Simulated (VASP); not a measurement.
# ZnO in VASP: notebook, part 2 of 2

VASP 6.6.1.

## Step 5: Single point, PBE

This run uses another cell than the first one, of 12.89 Å³/atom.

INCAR reads:

```
PREC = Accurate
ENCUT = 520
EDIFF = 1E-6
ISMEAR = 0
SIGMA = 0.02
LREAL = F
LASPH = T
NELM = 60
ALGO = Normal
ISIF = 2
LWAVE = F
LCHARG = F
GGA = PE
NBANDS = 46
```

KPOINTS reads:

```
regular mesh
0
Gamma
  4 4 6
```

POSCAR reads:

```
ZnO
1.0
    5.6064482302     -0.0000599290      0.0000612827
   -0.0000599290      5.6072330053     -0.0000724779
    0.0000361947     -0.0000428068      3.2801262061
Zn O
4 4
Direct
    0.1659428060      0.1884752357      0.5141837623
    0.8026461440      0.8249253776      0.5141997695
    0.6659556576      0.3249182523      0.0142241862
    0.3026298125      0.6884574092      0.0141896222
    0.8025808062      0.1882667300      0.5141980395
    0.1660303078      0.8251516069      0.5142128130
    0.6660194669      0.6882665739      0.0141951754
    0.3025919024      0.3251469215      0.0141908199
```

Potentials or basis: VASP PAW PBE potentials, release 64 (Zn, O).

Run with:

```
> cat potpaw_PBE.64/Zn/POTCAR potpaw_PBE.64/O/POTCAR > POTCAR
> mpirun -np 1 vasp_std > vasp.out
```

OUTCAR:

```text
PREC = Accurate
   ENCUT = 520
   EDIFF = 1E-6
   ISMEAR = 0
   LREAL = F
   LASPH = T
   NELM = 60
   ISIF = 2
   GGA = PE

 ion  position               nearest neighbor table
   1  0.166  0.188  0.514-   8 1.97   8 1.97   5 2.04   6 2.04   2 2.88
   2  0.803  0.825  0.514-   7 1.97   7 1.97   6 2.04   5 2.04   1 2.88
   3  0.666  0.325  0.014-   5 1.97   5 1.97   8 2.04   7 2.04   4 2.88
   4  0.303  0.688  0.014-   6 1.97   6 1.97   8 2.04   7 2.04   3 2.88
   5  0.803  0.188  0.514-   3 1.97   3 1.97   1 2.04   2 2.04
   6  0.166  0.825  0.514-   4 1.97   4 1.97   1 2.04   2 2.04
   7  0.666  0.688  0.014-   2 1.97   2 1.97   4 2.04   3 2.04
   8  0.303  0.325  0.014-   1 1.97   1 1.97   4 2.04   3 2.04

  LATTYP: Found a simple monoclinic cell.
 ALAT       =     6.4954354599
 B/A-ratio  =     0.8632574430
 C/A-ratio  =     1.3285419844
 COS(beta)  =    -0.9446481618

  Lattice vectors:

 A1 = (  -5.6064120355,   0.0000171222,   3.2800649234)
 A2 = (  -0.0000599290,   5.6072330053,  -0.0000724779)
 A3 = (   5.6063758408,   0.0000256846,  -6.5601911295)

Analysis of symmetry for initial positions (statically):
=====================================================================
 Subroutine PRICEL returns:
 Original cell was already a primitive cell.

 Routine SETGRP: Setting up the symmetry group for a
 simple monoclinic supercell.

 Subroutine GETGRP returns: Found  1 space group operations
 (whereof  1 operations were pure point group operations)
 out of a pool of  4 trial point group operations.

The static configuration has the point symmetry C_1 .

Analysis of symmetry for dynamics (positions and initial velocities):
=====================================================================
 Subroutine PRICEL returns:
 Original cell was already a primitive cell.

 Routine SETGRP: Setting up the symmetry group for a
 simple monoclinic supercell.

 Subroutine GETGRP returns: Found  1 space group operations
 (whereof  1 operations were pure point group operations)
 out of a pool of  4 trial point group operations.

The dynamic configuration has the point symmetry C_1 .

 Subroutine INISYM returns: Found  1 space group operations
 (whereof  1 operations are pure point group operations),
 and found     1 'primitive' translations

----------------------------------------------------------------------------------------

                                     Primitive cell

  volume of cell :     103.1162

  direct lattice vectors                    reciprocal lattice vectors
     5.606448230 -0.000059929  0.000061283     0.178366046  0.000001906 -0.000001968
    -0.000059929  5.607233005 -0.000072478     0.000001906  0.178341082  0.000002327
     0.000036195 -0.000042807  3.280126206    -0.000003332  0.000003941  0.304866318

  length of vectors
     5.606448231  5.607233006  3.280126207     0.178366046  0.178341082  0.304866318

  position of ions in fractional coordinates (direct lattice)
     0.165942806  0.188475236  0.514183762
[... 47 lines left out ...]
  0.000000  0.000000  0.000000      1.000000
  0.250000 -0.000000 -0.000000      2.000000
  0.500000 -0.000000 -0.000000      1.000000
 -0.000000  0.250000  0.000000      2.000000
  0.250000  0.250000  0.000000      2.000000
  0.250000 -0.250000 -0.000000      2.000000
[... 16 lines left out ...]
  0.000000 -0.250000  0.166667      2.000000
  0.250000 -0.250000  0.166667      2.000000
 [... further k-points ...]
   k-points           NKPTS =     52   k-points in BZ     NKDIM =     52   number of bands    NBANDS=     46
   number of dos      NEDOS =    301   number of ions     NIONS =      8
   total plane-waves  NPLWV =  42336
   dimension x,y,z NGX =    42 NGY =   42 NGZ =   24
   dimension x,y,z NGXF=    84 NGYF=   84 NGZF=   48
   ions per type =               4   4
   NGX,Y,Z   is equivalent  to a cutoff of  12.45, 12.45, 12.16 a.u.
   NGXF,Y,Z  is equivalent  to a cutoff of  24.91, 24.90, 24.33 a.u.
 SYSTEM =  unknown system
   PREC   = accura    normal or accurate (medium, high low for compatibility)
   ISTART =      0    job   : 0-new  1-cont  2-samecut
   ICHARG =      2    charge: 1-file 2-atom 10-const
   ISPIN  =      1    spin polarized calculation?
   LNONCOLLINEAR =      F non collinear calculations
   LSORBIT =      F    spin-orbit coupling
   LASPH  =      T    aspherical Exc in radial PAW
   ENCUT  =  520.0 eV  38.22 Ry    6.18 a.u.  10.42 10.43  6.10*2*pi/ulx,y,z
   NELM   =     60;   NELMIN=  2; NELMDL= -5     # of ELM steps
   EDIFF  = 0.1E-05   stopping-criterion for ELM
   LREAL  =      F    real-space projection
   EDIFFG = 0.1E-04   stopping-criterion for IOM
   NSW    =      0    number of steps for IOM
   IBRION =     -1    ionic relax: 0-MD 1-quasi-New 2-CG
   NFREE  =      0    steps in history (QN), initial steepest desc. (CG)
   ISIF   =      2    stress and relaxation
   ISYM   =      2    0-nonsym 1-usesym 2-fastsym
   POTIM  = 0.5000    time-step for ionic-motion
   TEBEG  =    0.0;   TEEND  =   0.0 temperature during run
   PSTRESS=    0.0 pullay stress
   NELECT =      72.0000    total number of electrons
   NUPDOWN=      -1.0000    fix difference up-down
   EMIN   =  10.00;   EMAX   =-10.00  energy-range for DOS
   EFERMI =   0.00;   METHOD = LEGACY
   ISMEAR =     0;   SIGMA  =   0.02  broadening in eV -4-tet -1-fermi 0-gaus
   EFERMI_NEDOS =   21; number of points for ismear=-14 and -15
   IALGO  =     38    algorithm
   IMIX   =      4    mixing-type and parameters
     AMIX     =   0.40;   BMIX     =  1.00
     AMIX_MAG =   1.60;   BMIX_MAG =  1.00
  volume/ion in A,a.u.               =      12.89        86.98
  Fermi-wavevector in a.u.,A,eV,Ry     =   1.452368  2.744578 28.699759  2.109373
  Thomas-Fermi vector in A             =   2.569758
   LORBIT       =      0    0 simple, 1 ext, 2 COOP (PROOUT), +10 PAW based schemes
   GGA     = PE    functional components
   LHFCALC =     F    Hartree Fock is set to
   AEXX    =    0.0000 exact exchange contribution
   IVDW    =     0    specifies the selected vdW correction
   LEPSILON=     F    determine dielectric tensor
   LRPA    =     F    only Hartree local field effects (RPA)
 non-spin polarized calculation
 Gauss-broadening in eV      SIGMA  =   0.02
  energy-cutoff  :      520.00
  volume of cell :      103.12
 maximum number of plane-waves:      2804
 NGX is ok and might be reduce to    42
   NGX = 21   NGY = 21   NGZ = 13

 number of electron      72.0000018 magnetization

 Free energy of the ion-electron system (eV)
  ---------------------------------------------------
  ext. energy  EPLUGINS =         0.00000000
  ---------------------------------------------------
  free energy    TOTEN  =       -35.53494387 eV

  energy without entropy =      -35.53494387  energy(sigma->0) =      -35.53494387

 E-fermi :   0.8104     XC(G=0): -10.4157

 val. band max:        0.6794302371   @ k =   0.0000   0.0000   0.0000
 cond. band min:       1.4245321996   @ k =   0.0000   0.0000   0.0000
 fundamental gap:      0.7451019626
 Fermi energy:         0.8103834048

 k-point     1 :       0.0000    0.0000    0.0000
  band No.  band energies     occupation
      1     -17.1578      2.00000
      2     -16.4998      2.00000
      3     -16.4995      2.00000
      4     -16.4236      2.00000
      5      -5.4088      2.00000
      6      -5.2267      2.00000
[... 1165 lines left out ...]
     45      10.9388      0.00000
     46      11.4805      0.00000

 [... further k-points ...]

------------------------ aborting loop because EDIFF is reached ----------------------------------------

  FORCE on cell =-STRESS in cart. coord.  units (eV):
  Direction    XX          YY          ZZ          XY          YZ          ZX
  --------------------------------------------------------------------------------------
  -------------------------------------------------------------------------------------
  Total        0.5528861      0.5493751      0.6919424      0.0003487     -0.0003331     -0.0001355
  in kB        8.5905171      8.5359642     10.7511158      0.0054182     -0.0051754     -0.0021056
  external PRESSURE =       9.2925324 kB  Pullay stress =       0.0000000 kB

 VOLUME and BASIS-vectors are now :
 -----------------------------------------------------------------------------
  energy-cutoff  :      520.00
  volume of cell :      103.12
      direct lattice vectors                 reciprocal lattice vectors
     5.606448230 -0.000059929  0.000061283     0.178366046  0.000001906 -0.000001968
    -0.000059929  5.607233005 -0.000072478     0.000001906  0.178341082  0.000002327
     0.000036195 -0.000042807  3.280126206    -0.000003332  0.000003941  0.304866318

 POSITION                                       TOTAL-FORCE (eV/Angst)
 -----------------------------------------------------------------------------------
      0.93036      1.05679      1.68658        -0.000954     -0.000560     -0.000534
      4.49996      4.62548      1.68663         0.002133      0.001717      0.000030
      3.73363      1.82185      0.04667        -0.001906      0.001690     -0.000771
      1.69664      3.86032      0.04651         0.002527     -0.000814      0.000165
      4.49964      1.05559      1.68667         0.005077     -0.005765      0.000535
      0.93081      4.62679      1.68663        -0.005815      0.004629     -0.000061
      3.73396      3.85923      0.04655        -0.005318     -0.005503      0.000578
      1.69645      1.82316      0.04654         0.004256      0.004608      0.000058
 -----------------------------------------------------------------------------------
    total drift:                                0.001885      0.000679     -0.002906

  FREE ENERGIE OF THE ION-ELECTRON SYSTEM (eV)
  ---------------------------------------------------
  free  energy   TOTEN  =       -35.5349438739 eV

  energy  without entropy=      -35.5349438739  energy(sigma->0) =      -35.53494387
```

It took 4.3 min on 1 thread of Intel Xeon 8259CL, shared host; peak memory 0.31 GiB.

What came out:

| Property | Result |
| --- | --- |
| Free energy | -35.5349 eV |
| Pressure | 0.9 GPa |
| Largest force | 0.008 eV/Å |
| Band gap on the k mesh | 0.75 eV |

Forces in eV/Å, atoms in the order of the input:
```
Zn  -0.001 -0.001 -0.001
Zn   0.002  0.002  0.000
Zn  -0.002  0.002 -0.001
Zn   0.003 -0.001  0.000
O    0.005 -0.006  0.001
O   -0.006  0.005  0.000
O   -0.005 -0.006  0.001
O    0.004  0.005  0.000
```

Stress tensor (GPa, compression positive):
```
0.86 0.00 0.00
0.00 0.85 0.00
0.00 0.00 1.08
```

Levels at points of the mesh, in eV from the valence-band top:
| k point | band 33 | band 34 | band 35 | band 36 | band 37 | band 38 | band 39 | band 40 |
| --- | --- | --- | --- | --- | --- | --- | --- | --- |
| (0.00, 0.00, 0.00) | -0.43 | -0.18 | -0.18 | 0.00 | 0.75 | 5.12 | 5.12 | 6.91 |
| (0.50, 0.00, 0.00) | -0.49 | -0.49 | -0.40 | -0.40 | 3.12 | 3.13 | 6.01 | 6.01 |
| (0.00, 0.50, 0.00) | -0.49 | -0.49 | -0.40 | -0.40 | 3.12 | 3.12 | 6.01 | 6.01 |
| (0.50, 0.50, 0.00) | -0.81 | -0.81 | -0.75 | -0.75 | 4.17 | 4.17 | 4.60 | 4.60 |
| (0.00, 0.00, 0.50) | -1.70 | -1.70 | -1.27 | -1.27 | 5.72 | 5.72 | 7.91 | 7.91 |
| (0.50, 0.00, 0.50) | -1.48 | -1.48 | -1.00 | -1.00 | 5.80 | 5.80 | 6.74 | 6.74 |
| (0.00, 0.50, 0.50) | -1.48 | -1.48 | -1.00 | -1.00 | 5.80 | 5.80 | 6.74 | 6.74 |
| (0.50, 0.50, 0.50) | -1.31 | -1.31 | -1.26 | -1.26 | 5.54 | 5.54 | 5.82 | 5.82 |
